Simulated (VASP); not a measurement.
# NaRu in VASP: further runs

Runs on NaRu. Level: PBE. Tasks: single point.

Everything below comes from runs of VASP 6.6.1. Logs are shortened: lines on timing, memory, paths and dates and some standing lists are left out, and cuts for length are marked.

## Step 1: The cell of the first run

The structure is cubic, space group Pm-3m (No. 221). The conventional cell has a = 3.303 Å, b = 3.303 Å, c = 3.303 Å, α = 90.00°, β = 90.00°, γ = 90.00°. Within 3.8 Å of Na (site symmetry m-3m) lie 8 Ru at 2.86 Å and 6 Na at 3.30 Å. Ru (site symmetry m-3m) has 8 Na at 2.86 Å and 6 Ru at 3.30 Å within 3.8 Å.

## Step 2: Single point, PBE, collinear spin, ferromagnetic start

Input file INCAR:

```
SYSTEM = NaRu
  PREC = Accurate
  ENCUT = 520
  EDIFF = 1E-6
  ISMEAR = 0
  SIGMA = 0.1
  LREAL = .False.
  LASPH = .True.
  NELM = 150
  ALGO = Normal
  ISIF = 2
  LWAVE = .False.
  LCHARG = .False.
  ISPIN = 2
  MAGMOM = 0 1.95
  LORBIT = 11
  LMAXMIX = 4
  GGA = PE
  NBANDS = 22
```

Input file KPOINTS:

```
Automatic mesh
0
Gamma
  18 18 18
  0 0 0
```

Input file POSCAR:

```
NaRu
1.0
    3.3030772005      0.0000000000      0.0000000000
    0.0000000000      3.3030772005      0.0000000000
    0.0000000000      0.0000000000      3.3030772005
Na Ru
1 1
Direct
    0.5000000000      0.5000000000      0.5000000000
    0.0000000000      0.0000000000      0.0000000000
```

Potentials or basis: VASP PAW PBE potentials, release 64 (Na_pv, Ru_pv).

Command:

```sh
$ cat potpaw_PBE.64/Na_pv/POTCAR potpaw_PBE.64/Ru_pv/POTCAR > POTCAR
$ mpirun -np 1 vasp_std > vasp.out
```

OUTCAR:

```text
SYSTEM = NaRu
   PREC = Accurate
   ENCUT = 520
   EDIFF = 1E-6
   ISMEAR = 0
   LREAL = .False.
   LASPH = .True.
   NELM = 150
   ISIF = 2
   ISPIN = 2
   LORBIT = 11
   GGA = PE

 ion  position               nearest neighbor table
   1  0.500  0.500  0.500-   2 2.86   2 2.86   2 2.86   2 2.86   2 2.86   2 2.86   2 2.86   2 2.86

   2  0.000  0.000  0.000-   1 2.86   1 2.86   1 2.86   1 2.86   1 2.86   1 2.86   1 2.86   1 2.86

  LATTYP: Found a simple cubic cell.
 ALAT       =     3.3030772005

  Lattice vectors:

 A1 = (   3.3030772005,   0.0000000000,   0.0000000000)
 A2 = (   0.0000000000,   3.3030772005,   0.0000000000)
 A3 = (   0.0000000000,   0.0000000000,   3.3030772005)

Analysis of symmetry for initial positions (statically):
=====================================================================
 Subroutine PRICEL returns:
 Original cell was already a primitive cell.

 Routine SETGRP: Setting up the symmetry group for a
 simple cubic supercell.

 Subroutine GETGRP returns: Found 48 space group operations
 (whereof 48 operations were pure point group operations)
 out of a pool of 48 trial point group operations.

The static configuration has the point symmetry O_h .

Analysis of symmetry for dynamics (positions and initial velocities):
=====================================================================
 Subroutine PRICEL returns:
 Original cell was already a primitive cell.

 Routine SETGRP: Setting up the symmetry group for a
 simple cubic supercell.

 Subroutine GETGRP returns: Found 48 space group operations
 (whereof 48 operations were pure point group operations)
 out of a pool of 48 trial point group operations.

The dynamic configuration has the point symmetry O_h .

Analysis of structural, dynamic, and magnetic symmetry:
=====================================================================
 Subroutine PRICEL returns:
 Original cell was already a primitive cell.

 Routine SETGRP: Setting up the symmetry group for a
 simple cubic supercell.

 Subroutine GETGRP returns: Found 48 space group operations
 (whereof 48 operations were pure point group operations)
 out of a pool of 48 trial point group operations.

The overall configuration has the point symmetry O_h .

 Subroutine INISYM returns: Found 48 space group operations
 (whereof 48 operations are pure point group operations),
 and found     1 'primitive' translations

----------------------------------------------------------------------------------------

                                     Primitive cell

  volume of cell :      36.0376

  direct lattice vectors                    reciprocal lattice vectors
     3.303077201  0.000000000  0.000000000     0.302747995  0.000000000  0.000000000
     0.000000000  3.303077201  0.000000000     0.000000000  0.302747995  0.000000000
     0.000000000  0.000000000  3.303077201     0.000000000  0.000000000  0.302747995

  length of vectors
     3.303077201  3.303077201  3.303077201     0.302747995  0.302747995  0.302747995

  position of ions in fractional coordinates (direct lattice)
     0.500000000  0.500000000  0.500000000
     0.000000000  0.000000000  0.000000000

  ion indices of the primitive-cell ions
   primitive index   ion index
                 1           1
                 2           2

----------------------------------------------------------------------------------------

 KPOINTS: Automatic mesh

Automatic generation of k-mesh.
 Grid dimensions read from file:
 generate k-points for:   18   18   18

 Generating k-lattice:

  Cartesian coordinates                     Fractional coordinates (reciprocal lattice)
     0.016819333  0.000000000  0.000000000     0.055555556  0.000000000  0.000000000
     0.000000000  0.016819333  0.000000000     0.000000000  0.055555556  0.000000000
     0.000000000  0.000000000  0.016819333     0.000000000  0.000000000  0.055555556

  Length of vectors
     0.016819333  0.016819333  0.016819333

  Shift w.r.t. Gamma in fractional coordinates (k-lattice)
     0.000000000  0.000000000  0.000000000

 Subroutine IBZKPT returns following result:
 ===========================================

 Found    220 irreducible k-points:

 Following reciprocal coordinates:
            Coordinates               Weight
  0.000000  0.000000  0.000000      1.000000
  0.055556  0.000000  0.000000      6.000000
  0.111111  0.000000  0.000000      6.000000
  0.166667  0.000000  0.000000      6.000000
  0.222222  0.000000  0.000000      6.000000
  0.277778  0.000000  0.000000      6.000000
[... 16 lines left out ...]
  0.277778  0.111111  0.000000     24.000000
  0.333333  0.111111  0.000000     24.000000
 [... further k-points ...]
   k-points           NKPTS =    220   k-points in BZ     NKDIM =    220   number of bands    NBANDS=     22
   number of dos      NEDOS =    301   number of ions     NIONS =      2
   total plane-waves  NPLWV =  21952
   dimension x,y,z NGX =    28 NGY =   28 NGZ =   28
   dimension x,y,z NGXF=    56 NGYF=   56 NGZF=   56
   ions per type =               1   1
   NGX,Y,Z   is equivalent  to a cutoff of  14.09, 14.09, 14.09 a.u.
   NGXF,Y,Z  is equivalent  to a cutoff of  28.19, 28.19, 28.19 a.u.
 SYSTEM =  NaRu
   PREC   = accura    normal or accurate (medium, high low for compatibility)
   ISTART =      0    job   : 0-new  1-cont  2-samecut
   ICHARG =      2    charge: 1-file 2-atom 10-const
   ISPIN  =      2    spin polarized calculation?
   LNONCOLLINEAR =      F non collinear calculations
   LSORBIT =      F    spin-orbit coupling
   LASPH  =      T    aspherical Exc in radial PAW
   ENCUT  =  520.0 eV  38.22 Ry    6.18 a.u.   6.14  6.14  6.14*2*pi/ulx,y,z
   NELM   =    150;   NELMIN=  2; NELMDL= -5     # of ELM steps
   EDIFF  = 0.1E-05   stopping-criterion for ELM
   LREAL  =      F    real-space projection
   EDIFFG = 0.1E-04   stopping-criterion for IOM
   NSW    =      0    number of steps for IOM
   IBRION =     -1    ionic relax: 0-MD 1-quasi-New 2-CG
   NFREE  =      0    steps in history (QN), initial steepest desc. (CG)
   ISIF   =      2    stress and relaxation
   ISYM   =      2    0-nonsym 1-usesym 2-fastsym
   POTIM  = 0.5000    time-step for ionic-motion
   TEBEG  =    0.0;   TEEND  =   0.0 temperature during run
   PSTRESS=    0.0 pullay stress
   NELECT =      21.0000    total number of electrons
   NUPDOWN=      -1.0000    fix difference up-down
   EMIN   =  10.00;   EMAX   =-10.00  energy-range for DOS
   EFERMI =   0.00;   METHOD = LEGACY
   ISMEAR =     0;   SIGMA  =   0.10  broadening in eV -4-tet -1-fermi 0-gaus
   EFERMI_NEDOS =   21; number of points for ismear=-14 and -15
   IALGO  =     38    algorithm
   IMIX   =      4    mixing-type and parameters
     AMIX     =   0.40;   BMIX     =  1.00
     AMIX_MAG =   1.60;   BMIX_MAG =  1.00
  volume/ion in A,a.u.               =      18.02       121.60
  Fermi-wavevector in a.u.,A,eV,Ry     =   1.367401  2.584013 25.439974  1.869785
  Thomas-Fermi vector in A             =   2.493457
   LORBIT       =     11    0 simple, 1 ext, 2 COOP (PROOUT), +10 PAW based schemes
   GGA     = PE    functional components
   LHFCALC =     F    Hartree Fock is set to
   AEXX    =    0.0000 exact exchange contribution
   IVDW    =     0    specifies the selected vdW correction
   LEPSILON=     F    determine dielectric tensor
   LRPA    =     F    only Hartree local field effects (RPA)
 spin polarized calculation
 Gauss-broadening in eV      SIGMA  =   0.10
  energy-cutoff  :      520.00
  volume of cell :       36.04
 maximum number of plane-waves:       992
 NGX is ok and might be reduce to    28
   NGX = 13   NGY = 13   NGZ = 13

 number of electron      20.9999992 magnetization       1.8630109

 Free energy of the ion-electron system (eV)
  ---------------------------------------------------
  ext. energy  EPLUGINS =         0.00000000
  ---------------------------------------------------
  free energy    TOTEN  =        -7.65834022 eV

  energy without entropy =       -7.64469911  energy(sigma->0) =       -7.65151967

 E-fermi :   4.8908     XC(G=0): -10.5739

 val. band max:        4.8874595918   @ k =   0.3333   0.2222   0.0556
 cond. band min:       4.8916955948   @ k =   0.4444   0.4444   0.0556
 fundamental gap:      0.0042360030
 Fermi energy:         4.8907872749

 spin component 1

 k-point     1 :       0.0000    0.0000    0.0000
  band No.  band energies     occupation
      1     -37.5656      1.00000
      2     -37.5656      1.00000
      3     -37.5656      1.00000
      4     -17.7950      1.00000
      5     -17.7950      1.00000
      6     -17.7950      1.00000
[... 14 lines left out ...]
     21      23.7343      0.00000
     22      23.7343      0.00000
[... 552 lines left out ...]
  band No.  band energies     occupation
      1     -37.6105      1.00000
      2     -37.5689      1.00000
      3     -37.5612      1.00000
      4     -17.8596      1.00000
      5     -17.8015      1.00000
      6     -17.7918      1.00000
[... 14 lines left out ...]
     21      22.3337      0.00000
     22      24.4645      0.00000

 [... further k-points ...]

 spin component 2

 k-point     1 :       0.0000    0.0000    0.0000
  band No.  band energies     occupation
      1     -36.2526      1.00000
      2     -36.2526      1.00000
      3     -36.2526      1.00000
      4     -17.8025      1.00000
      5     -17.8025      1.00000
      6     -17.8025      1.00000
[... 14 lines left out ...]
     21      23.9815      0.00000
     22      23.9815      0.00000
[... 552 lines left out ...]
  band No.  band energies     occupation
      1     -36.3003      1.00000
      2     -36.2562      1.00000
      3     -36.2480      1.00000
      4     -17.8675      1.00000
      5     -17.8089      1.00000
      6     -17.7991      1.00000
[... 14 lines left out ...]
     21      22.5701      0.00000
     22      24.6357      0.00000

 [... further k-points ...]

------------------------ aborting loop because EDIFF is reached ----------------------------------------

  FORCE on cell =-STRESS in cart. coord.  units (eV):
  Direction    XX          YY          ZZ          XY          YZ          ZX
  --------------------------------------------------------------------------------------
  -------------------------------------------------------------------------------------
  Total        0.0145750      0.0145750      0.0145750     -0.0000000      0.0000000      0.0000000
  in kB        0.6479826      0.6479826      0.6479826     -0.0000000      0.0000000      0.0000000
  external PRESSURE =       0.6479826 kB  Pullay stress =       0.0000000 kB

 VOLUME and BASIS-vectors are now :
 -----------------------------------------------------------------------------
  energy-cutoff  :      520.00
  volume of cell :       36.04
      direct lattice vectors                 reciprocal lattice vectors
     3.303077201  0.000000000  0.000000000     0.302747995  0.000000000  0.000000000
     0.000000000  3.303077201  0.000000000     0.000000000  0.302747995  0.000000000
     0.000000000  0.000000000  3.303077201     0.000000000  0.000000000  0.302747995

 POSITION                                       TOTAL-FORCE (eV/Angst)
 -----------------------------------------------------------------------------------
      1.65154      1.65154      1.65154         0.000000      0.000000      0.000000
      0.00000      0.00000      0.00000         0.000000      0.000000      0.000000
 -----------------------------------------------------------------------------------
    total drift:                                0.000000      0.000000      0.000000

  FREE ENERGIE OF THE ION-ELECTRON SYSTEM (eV)
  ---------------------------------------------------
  free  energy   TOTEN  =        -7.6583402214 eV

  energy  without entropy=       -7.6446991145  energy(sigma->0) =       -7.65151967

 total charge

# of ion       s       p       d       tot
------------------------------------------
    1        0.142   6.025   0.000   6.166
    2        0.292   6.058   6.017  12.367
--------------------------------------------------
tot          0.434  12.083   6.017  18.533

 magnetization (x)

# of ion       s       p       d       tot
------------------------------------------
    1       -0.011  -0.002   0.000  -0.013
    2        0.016   0.006   1.742   1.763
--------------------------------------------------
tot          0.005   0.004   1.742   1.751
```

It took 1.8 min on 1 thread of Intel Xeon 6975P-C (Granite Rapids), shared host; peak memory 0.36 GiB.

Results:

| Quantity | Value |
| --- | --- |
| Free energy | -7.6583 eV |
| Pressure | 0.1 GPa |
| Net moment | 1.86 μB per cell |
| Site moments | Na -0.01; Ru +1.76 μB |
| Valence electrons inside the program's atomic spheres | Na 6.17; Ru 12.37 |

Levels at points of the mesh, in eV from the Fermi level:
Spin up:
```
           k point  band 8  band 9  band 10  band 11  band 12  band 13  band 14  band 15
(0.00, 0.00, 0.00)   -2.59   -2.59    -0.70    -0.70    -0.70     9.00     9.00     9.00
(0.50, 0.00, 0.00)   -2.27   -1.38    -1.38    -0.61    -0.52     1.43     9.99    11.24
(0.50, 0.50, 0.00)   -2.29   -1.34    -1.34     0.24     2.10     2.10     3.84     8.29
(0.50, 0.50, 0.50)   -2.50   -2.50     0.28     0.28     4.54     4.54     4.54     8.14
```
Spin down:
```csv
k point,band 6,band 7,band 8,band 9,band 10,band 11,band 12,band 13
"(0.00, 0.00, 0.00)",-22.69,-4.70,-1.80,-1.80,0.81,0.81,0.81,9.39
"(0.50, 0.00, 0.00)",-22.69,-2.50,-1.43,-0.39,0.01,0.01,0.91,2.32
"(0.50, 0.50, 0.00)",-22.68,-1.91,-1.53,0.07,0.07,1.28,2.28,2.28
"(0.50, 0.50, 0.50)",-22.76,-1.35,-1.35,-1.35,1.33,1.33,4.84,4.84
```

## Step 3: Single point, PBE

This run uses another cell than the first one, of 20.67 Å³/atom, 1.147 times its volume.

Input file INCAR:

```
SYSTEM = NaRu
  PREC = Accurate
  ENCUT = 520
  EDIFF = 1E-6
  ISMEAR = 0
  SIGMA = 0.1
  LREAL = .False.
  LASPH = .True.
  NELM = 100
  ALGO = Normal
  ISIF = 2
  LWAVE = .False.
  LCHARG = .False.
  GGA = PE
  NBANDS = 18
```

Input file KPOINTS:

```
regular mesh
0
Gamma
  6 6 6
  0 0 0
```

Input file POSCAR:

```
NaRu
1.0
    2.4454900600      1.4119043400      1.9957202800
   -2.4454900600      1.4119043400      1.9957202800
    0.0000000000     -2.8238086800      1.9957202800
Na Ru
1 1
Direct
    0.5000000000      0.5000000000      0.5000000000
    0.0000000000      0.0000000000      0.0000000000
```

Potentials or basis: VASP PAW PBE potentials, release 64 (Na_pv, Ru_pv).

Command:

```sh
$ cat potpaw_PBE.64/Na_pv/POTCAR potpaw_PBE.64/Ru_pv/POTCAR > POTCAR
$ mpirun -np 1 vasp_std > vasp.out
```

Run time: 7.9 s. Hardware: 1 thread of Intel Xeon 6975P-C (Granite Rapids), shared host; peak memory 0.16 GiB.

The run converged. Its results:

- Free energy: -7.2247 eV
- Pressure: -7.3 GPa

Levels at points of the mesh, in eV from the Fermi level:
```tsv
k point	band 7	band 8	band 9	band 10	band 11	band 12	band 13	band 14	band 15	band 16
(0.00, 0.00, 0.00)	-4.15	-1.54	-1.54	0.26	0.26	0.26	8.61	8.61	8.61	11.03
(0.50, 0.00, 0.00)	-2.20	-1.27	-0.34	-0.34	-0.13	0.33	1.73	9.89	10.82	10.82
(0.50, 0.50, 0.00)	-1.78	-1.34	-0.29	-0.29	0.83	2.28	2.28	3.77	7.73	12.81
(0.50, 0.50, 0.50)	-1.37	-1.37	-1.37	0.86	0.86	4.61	4.61	4.62	7.43	9.24
```
